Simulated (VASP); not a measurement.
Write the native input for VASP 6.6.1 that does the following.

* Task: single point
* Functional: PBE
* Potentials or basis: VASP PAW PBE potentials, release 64 (In_d, Ga_d, P)
* Cutoff: 520 eV
* k mesh: 3 × 3 × 4
* Occupations: gaussian, width 0.1 eV
* Spin: no spin polarisation
* Dipole correction: no
* Further INCAR settings: ALGO = Normal; EDIFF = 1e-06; NBANDS = 40

The structure of In3GaP2 lies in POSCAR:

```
In3GaP2
1.0
    6.5910772248      0.0000000032      0.0000000000
   -3.2955386152      5.7080403134      0.0000000000
    0.0000000000      0.0000000000      4.0613210912
In Ga P
3 1 2
Direct
    0.5000000000      0.5000000000      0.4502300633
    0.5000000000      0.0000000000      0.4502300633
    0.0000000000      0.5000000000      0.4502300633
    0.0000000000      0.0000000000      0.9417466864
    0.6666666667      0.3333333333      0.9506000369
    0.3333333333      0.6666666667      0.9506000369
```

One way to write it, as run:

INCAR

```
SYSTEM = In3GaP2
PREC = Accurate
ENCUT = 520
EDIFF = 1E-6
ISMEAR = 0
SIGMA = 0.1
LREAL = .False.
LASPH = .True.
NELM = 80
ALGO = Normal
ISIF = 2
LWAVE = .False.
LCHARG = .False.
GGA = PE
NBANDS = 40
```

KPOINTS

```
Automatic mesh
0
Gamma
  3 3 4
  0 0 0
```

Potentials or basis: VASP PAW PBE potentials, release 64 (In_d, Ga_d, P).

Run with:

```console
$ cat potpaw_PBE.64/In_d/POTCAR potpaw_PBE.64/Ga_d/POTCAR potpaw_PBE.64/P/POTCAR > POTCAR
$ mpirun -np 1 vasp_std > vasp.out
```

Results of the run:

The pressure is 0.2 GPa and the largest force is 0.009 eV/Å. The band gap on the k mesh is zero (band 31 reaches 6.79 eV, above the bottom of band 32 at 5.06 eV).

Caveat: the k points lie up to 0.39 Å⁻¹ apart; spin-orbit coupling is left out, which moves the levels of the heavy elements.

It took 39 s on 1 thread of Intel(R) Xeon(R) 6975P-C (Granite Rapids) (shared host), peak memory 0.27 GiB.
